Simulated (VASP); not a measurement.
The system is CaO.

```
CELL_PARAMETERS angstrom
0.00000 2.39755 2.39755
2.39755 0.00000 2.39755
2.39755 2.39755 0.00000
ATOMIC_POSITIONS crystal
Ca 0.00000 0.00000 0.00000
O 0.50000 0.50000 0.50000
```

Program: VASP 6.6.1. Alike in all runs: task single point; level r2SCAN; potentials or basis VASP PAW PBE potentials, release 64 (Ca_sv, O_h); no spin polarisation; cell as given; cutoff (eV) 1480.

Q: Order these runs on this cell by their band gap on the k mesh, lowest first.
A. k mesh 3 × 3 × 3; smearing gaussian 0.01 eV
B. k mesh 2 × 2 × 2; smearing gaussian 0.01 eV
C. k mesh 6 × 6 × 6; smearing methfessel-paxton 0.001 eV

A: B (3.93 eV), C (4.19 eV), A (4.67 eV).

Caveats: some runs use coarse meshes; an odd mesh through Γ misses points on the zone boundary, where band edges can lie (at least some runs).

A k mesh can miss the band edges, odd and even meshes differently.
